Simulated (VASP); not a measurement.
# Bi2O (P3_221) in VASP: a series of runs

Bi2O is run at these levels: PBE; tasks: single point.

Program: VASP 6.6.1. These are calculated values, not measurements. Logs are shortened: lines on timing, memory, paths and dates and some standing lists are left out, and cuts for length are marked.

## Step 1: The cell of the first run

The structure is trigonal, space group P3_221 (No. 154). Conventional cell: a = 7.913 Å, b = 7.913 Å, c = 4.751 Å, α = 90.00°, β = 90.00°, γ = 120.00°. Within 3.1 Å of Bi (site symmetry 1) lie 2 O at 2.24 to 2.88 Å and 2 Bi at 3.06 Å. Within 3.0 Å of O (site symmetry 2) lie 4 Bi at 2.24 to 2.88 Å.

## Step 2: Single point, PBE

Input file INCAR:

```
SYSTEM = Bi2O
PREC = Accurate ; ENCUT = 600
EDIFF = 1E-6 ; ISMEAR = 0
SIGMA = 0.1 ; LREAL = .FALSE.
LASPH = .TRUE. ; NELM = 120
ALGO = Normal ; ISIF = 2
LWAVE = .FALSE. ; LCHARG = .FALSE.
GGA = PE ; NBANDS = 64
GGA_COMPAT = .FALSE.
```

Input file KPOINTS:

```
Automatic mesh
0
G
  3 3 4
  0 0 0
```

Input file POSCAR:

```
Bi2O
1.0
    7.9134169995     -0.0000000001      0.0000000000
   -3.9567084997      6.8532201523      0.0000000000
    0.0000000000      0.0000000000      4.7514762917
Bi O
6 3
Direct
    0.4470596806      0.2454237380      0.2897025755
    0.7545762620      0.2016359426      0.9563692421
    0.7983640574      0.5529403194      0.6230359088
    0.2454237380      0.4470596806      0.7102974245
    0.2016359426      0.7545762620      0.0436307579
    0.5529403194      0.7983640574      0.3769640912
    0.5141921190      0.0000000000      0.6666666667
    0.0000000000      0.5141921190      0.3333333333
    0.4858078810      0.4858078810      0.0000000000
```

Potentials or basis: VASP PAW PBE potentials, release 64 (Bi_d, O).

On the command line:

```
$ cat potpaw_PBE.64/Bi_d/POTCAR potpaw_PBE.64/O/POTCAR > POTCAR
$ mpirun -np 1 vasp_std > vasp.out
```

OUTCAR:

```text
SYSTEM = Bi2O
   PREC = Accurate
   ENCUT = 600
   EDIFF = 1E-6
   ISMEAR = 0
   LREAL = .FALSE.
   LASPH = .TRUE.
   NELM = 120
   ISIF = 2
   GGA = PE

 ion  position               nearest neighbor table
   1  0.447  0.245  0.290-   9 2.24   7 2.88   3 3.06   2 3.06   4 3.41   5 3.56   4 3.90
   2  0.755  0.202  0.956-   7 2.24   8 2.88   3 3.06   1 3.06   6 3.41   4 3.56   6 3.90
   3  0.798  0.553  0.623-   8 2.24   9 2.88   1 3.06   2 3.06   5 3.41   6 3.56   5 3.90
   4  0.245  0.447  0.710-   9 2.24   8 2.88   6 3.06   5 3.06   1 3.41   2 3.56   1 3.90
   5  0.202  0.755  0.044-   8 2.24   7 2.88   6 3.06   4 3.06   3 3.41   1 3.56   3 3.90
   6  0.553  0.798  0.377-   7 2.24   9 2.88   4 3.06   5 3.06   2 3.41   3 3.56   2 3.90
   7  0.514  0.000  0.667-   2 2.24   6 2.24   5 2.88   1 2.88
   8  0.000  0.514  0.333-   5 2.24   3 2.24   2 2.88   4 2.88
   9  0.486  0.486  0.000-   1 2.24   4 2.24   6 2.88   3 2.88

  LATTYP: Found a hexagonal cell.
 ALAT       =     7.9134169995
 C/A-ratio  =     0.6004329472

  Lattice vectors:

 A1 = (   7.9134169995,  -0.0000000001,   0.0000000000)
 A2 = (  -3.9567084997,   6.8532201523,   0.0000000000)
 A3 = (   0.0000000000,   0.0000000000,   4.7514762917)

Analysis of symmetry for initial positions (statically):
=====================================================================
 Subroutine PRICEL returns:
 Original cell was already a primitive cell.

 Routine SETGRP: Setting up the symmetry group for a
 hexagonal supercell.

 Subroutine GETGRP returns: Found  6 space group operations
 (whereof  2 operations were pure point group operations)
 out of a pool of 24 trial point group operations.

The static configuration has the point symmetry C_2 .
 The point group associated with its full space group is D_3 .

Analysis of symmetry for dynamics (positions and initial velocities):
=====================================================================
 Subroutine PRICEL returns:
 Original cell was already a primitive cell.

 Routine SETGRP: Setting up the symmetry group for a
 hexagonal supercell.

 Subroutine GETGRP returns: Found  6 space group operations
 (whereof  2 operations were pure point group operations)
 out of a pool of 24 trial point group operations.

The dynamic configuration has the point symmetry C_2 .
 The point group associated with its full space group is D_3 .

 Subroutine INISYM returns: Found  6 space group operations
[... 102 lines left out ...]
   ISIF   =      2    stress and relaxation
   ISYM   =      2    0-nonsym 1-usesym 2-fastsym
   POTIM  = 0.5000    time-step for ionic-motion
   TEBEG  =    0.0;   TEEND  =   0.0 temperature during run
   PSTRESS=    0.0 pullay stress
   NELECT =     108.0000    total number of electrons
   NUPDOWN=      -1.0000    fix difference up-down
   EMIN   =  10.00;   EMAX   =-10.00  energy-range for DOS
   EFERMI =   0.00;   METHOD = LEGACY
   ISMEAR =     0;   SIGMA  =   0.10  broadening in eV -4-tet -1-fermi 0-gaus
   EFERMI_NEDOS =   21; number of points for ismear=-14 and -15
   IALGO  =     38    algorithm
   IMIX   =      4    mixing-type and parameters
     AMIX     =   0.40;   BMIX     =  1.00
     AMIX_MAG =   1.60;   BMIX_MAG =  1.00
  volume/ion in A,a.u.               =      28.63       193.22
  Fermi-wavevector in a.u.,A,eV,Ry     =   1.225144  2.315186 20.422028  1.500977
  Thomas-Fermi vector in A             =   2.360192
   LORBIT       =      0    0 simple, 1 ext, 2 COOP (PROOUT), +10 PAW based schemes
   GGA     = PE    functional components
   LHFCALC =     F    Hartree Fock is set to
   AEXX    =    0.0000 exact exchange contribution
   IVDW    =     0    specifies the selected vdW correction
   LEPSILON=     F    determine dielectric tensor
   LRPA    =     F    only Hartree local field effects (RPA)
 non-spin polarized calculation
 Gauss-broadening in eV      SIGMA  =   0.10
  energy-cutoff  :      600.00
  volume of cell :      257.68
 maximum number of plane-waves:      8617
 NGX is ok and might be reduce to    64
   NGX = 31   NGY = 31   NGZ = 19

 number of electron     108.0000000 magnetization

 Free energy of the ion-electron system (eV)
  ---------------------------------------------------
  ext. energy  EPLUGINS =         0.00000000
  ---------------------------------------------------
  free energy    TOTEN  =       -41.89470474 eV

  energy without entropy =      -41.88880197  energy(sigma->0) =      -41.89175336

 E-fermi :   5.2007     XC(G=0):  -8.9878

 val. band max:        5.0291468252   @ k =   0.3333   0.3333   0.0000
 cond. band min:       5.2311810648   @ k =   0.0000   0.0000   0.5000
 fundamental gap:      0.2020342396
 Fermi energy:         5.2007467133

 k-point     1 :       0.0000    0.0000    0.0000
  band No.  band energies     occupation
      1     -17.9252      2.00000
      2     -17.8740      2.00000
      3     -17.8740      2.00000
      4     -17.8388      2.00000
      5     -17.8388      2.00000
      6     -17.7928      2.00000
[... 659 lines left out ...]
     63       8.8819      0.00000
     64       8.9330      0.00000

------------------------ aborting loop because EDIFF is reached ----------------------------------------

  FORCE on cell =-STRESS in cart. coord.  units (eV):
  Direction    XX          YY          ZZ          XY          YZ          ZX
  --------------------------------------------------------------------------------------
  -------------------------------------------------------------------------------------
  Total        0.4924953      0.4924953     -0.0571127     -0.0000000      0.0000000      0.0000000
  in kB        3.0621420      3.0621420     -0.3551045     -0.0000000      0.0000000      0.0000000
  external PRESSURE =       1.9230599 kB  Pullay stress =       0.0000000 kB

 VOLUME and BASIS-vectors are now :
 -----------------------------------------------------------------------------
  energy-cutoff  :      600.00
  volume of cell :      257.68
      direct lattice vectors                 reciprocal lattice vectors
     7.913416999 -0.000000000  0.000000000     0.126367661  0.072958403  0.000000000
    -3.956708500  6.853220152  0.000000000     0.000000000  0.145916807  0.000000000
     0.000000000  0.000000000  4.751476292     0.000000000  0.000000000  0.210460905

 POSITION                                       TOTAL-FORCE (eV/Angst)
 -----------------------------------------------------------------------------------
      2.56670      1.68194      1.37651        -0.001502     -0.025241      0.019444
      5.17346      1.38186      4.54417         0.022610      0.011320      0.019444
      4.12996      3.78942      2.96034        -0.021108      0.013921      0.019444
      0.17326      3.06380      3.37496        -0.021108     -0.013921     -0.019444
     -1.39001      5.17128      0.20731        -0.001502      0.025241     -0.019444
      1.21675      5.47136      1.79114         0.022610     -0.011320     -0.019444
      4.06902     -0.00000      3.16765        -0.030580      0.000000      0.000000
     -2.03451      3.52387      1.58383         0.015290     -0.026483      0.000000
      1.92220      3.32935      0.00000         0.015290      0.026483      0.000000
 -----------------------------------------------------------------------------------
    total drift:                                0.000002      0.000004     -0.000000

  FREE ENERGIE OF THE ION-ELECTRON SYSTEM (eV)
  ---------------------------------------------------
  free  energy   TOTEN  =       -41.8947047410 eV

  energy  without entropy=      -41.8888019713  energy(sigma->0) =      -41.89175336
```

OSZICAR:

```text
N       E                     dE             d eps       ncg     rms          rms(c)
DAV:   1     0.153620313502E+04    0.15362E+04   -0.58317E+04  1288   0.217E+03
DAV:   2     0.226304602728E+03   -0.13099E+04   -0.12819E+04  1288   0.626E+02
DAV:   3    -0.254586851273E+02   -0.25176E+03   -0.24304E+03  1488   0.256E+02
DAV:   4    -0.480059945068E+02   -0.22547E+02   -0.21944E+02  1456   0.724E+01
DAV:   5    -0.490911240331E+02   -0.10851E+01   -0.10809E+01  1600   0.159E+01    0.155E+01
DAV:   6    -0.423049131278E+02    0.67862E+01   -0.36244E+01  1888   0.357E+01    0.849E+00
DAV:   7    -0.419093865425E+02    0.39553E+00   -0.79253E+00  1352   0.110E+01    0.374E+00
DAV:   8    -0.419251065405E+02   -0.15720E-01   -0.18471E+00  1544   0.487E+00    0.129E+00
DAV:   9    -0.418886804351E+02    0.36426E-01   -0.17144E-01  1872   0.208E+00    0.327E-01
DAV:  10    -0.418971432461E+02   -0.84628E-02   -0.49598E-02  1608   0.112E+00    0.384E-01
DAV:  11    -0.418942668210E+02    0.28764E-02   -0.10409E-02  1864   0.508E-01    0.459E-02
DAV:  12    -0.418947396346E+02   -0.47281E-03   -0.36141E-03  1400   0.197E-01    0.897E-02
DAV:  13    -0.418947026204E+02    0.37014E-04   -0.56085E-04  1768   0.116E-01    0.156E-02
DAV:  14    -0.418947089033E+02   -0.62830E-05   -0.63951E-05  1672   0.427E-02    0.199E-02
DAV:  15    -0.418947040057E+02    0.48977E-05   -0.23732E-05  1424   0.216E-02    0.181E-03
DAV:  16    -0.418947047410E+02   -0.73529E-06   -0.50577E-06  1224   0.843E-03
   1 F= -.41894705E+02 E0= -.41891753E+02  d E =-.590277E-02
```

It took 9 min on 1 thread of Oxide Virtual Turin-like, shared host; peak memory 0.45 GiB.

What came out:

```
Free energy            : -41.8947 eV
Pressure               : 0.2 GPa
Largest force          : 0.032 eV/Å
Band gap on the k mesh : 0.04 eV
```

Forces on the atoms (eV/Å):
```
Bi  -0.002 -0.025  0.019
Bi   0.023  0.011  0.019
Bi  -0.021  0.014  0.019
Bi  -0.021 -0.014 -0.019
Bi  -0.002  0.025 -0.019
Bi   0.023 -0.011 -0.019
O   -0.031  0.000  0.000
O    0.015 -0.026  0.000
O    0.015  0.026  0.000
```

Stress tensor (GPa, compression positive):
```
 0.31  0.00  0.00
 0.00  0.31  0.00
 0.00  0.00 -0.04
```

Levels at points of the mesh, in eV from the valence-band top:
| k point | band 52 | band 53 | band 54 | band 55 | band 56 | band 57 |
| --- | --- | --- | --- | --- | --- | --- |
| (0.00, 0.00, 0.00) | -1.13 | -1.13 | -0.30 | 0.15 | 1.35 | 1.35 |
| (0.00, 0.00, 0.50) | -1.61 | -1.61 | 0.00 | 0.04 | 0.04 | 2.32 |

Caveat: the smearing spreads over this small gap; spin-orbit coupling is left out, which moves the levels of the heavy elements.

## Step 3: Single point, PBE

This run uses another cell than the first one, of 28.92 Å³/atom.

Input file INCAR:

```
PREC = Accurate
ENCUT = 600
EDIFF = 1E-6
ISMEAR = 0
SIGMA = 0.1
LREAL = False
LASPH = True
NELM = 120
ALGO = Normal
ISIF = 2
LWAVE = False
LCHARG = False
GGA = PE
NBANDS = 64
GGA_COMPAT = False
```

Input file KPOINTS:

```
regular mesh
0
Gamma
  3 3 4
```

Input file POSCAR:

```
Bi2O
1.0
    6.4886680566      0.0000000000      0.0000000000
   -3.2443340282      5.6193513737      0.0000000000
    0.0000000000      0.0000000000      7.1379109790
Bi O
6 3
Direct
    0.4169000000      0.2659000000      0.1196000000
    0.7341000000      0.1510000000      0.7862666667
    0.8490000000      0.5831000000      0.4529333333
    0.2659000000      0.4169000000      0.8804000000
    0.1510000000      0.7341000000      0.2137333333
    0.5831000000      0.8490000000      0.5470666667
    0.4687000000      0.0000000000      0.6666666667
    0.0000000000      0.4687000000      0.3333333333
    0.5313000000      0.5313000000      0.0000000000
```

Potentials or basis: VASP PAW PBE potentials, release 64 (Bi_d, O).

On the command line:

```
$ cat potpaw_PBE.64/Bi_d/POTCAR potpaw_PBE.64/O/POTCAR > POTCAR
$ mpirun -np 1 vasp_std > vasp.out
```

Run time: 9.3 min. Hardware: 1 thread of Oxide Virtual Turin-like, shared host; peak memory 0.46 GiB.

The run converged. Its results:

| Item | Value |
| --- | --- |
| Free energy | -16.5099 eV |
| Pressure | 48.7 GPa |
| Largest force | 22.400 eV/Å |
| Band gap on the k mesh | zero (bands 54 and 55 overlap by 0.26 eV) |

Forces on the atoms (eV/Å):
```
Bi    6.777 -15.110  13.571
Bi    9.697  13.424  13.571
Bi  -16.474   1.685  13.571
Bi  -16.474  -1.685 -13.571
Bi    6.777  15.110 -13.571
Bi    9.697 -13.424 -13.571
O   -22.400   0.000   0.000
O    11.200 -19.399   0.000
O    11.200  19.399   0.000
```

Stress tensor (GPa, compression positive):
```
51.18  0.00  0.00
 0.00 51.18  0.00
 0.00  0.00 43.69
```

Levels at points of the mesh, in eV from the Fermi level:
```csv
k point,band 52,band 53,band 54,band 55,band 56,band 57
"(0.00, 0.00, 0.00)",-0.95,-0.95,-0.31,-0.31,0.07,1.93
"(0.00, 0.00, 0.50)",-1.11,-0.33,-0.33,0.54,0.54,0.74
```

Caveat: the k points lie up to 0.37 Å⁻¹ apart; spin-orbit coupling is left out, which moves the levels of the heavy elements; forces of over 1 eV/Å act on the atoms, so gaps and moduli don't describe the material at rest.

The gap in the log of VASP goes by the Fermi energy; the results here count the filled bands.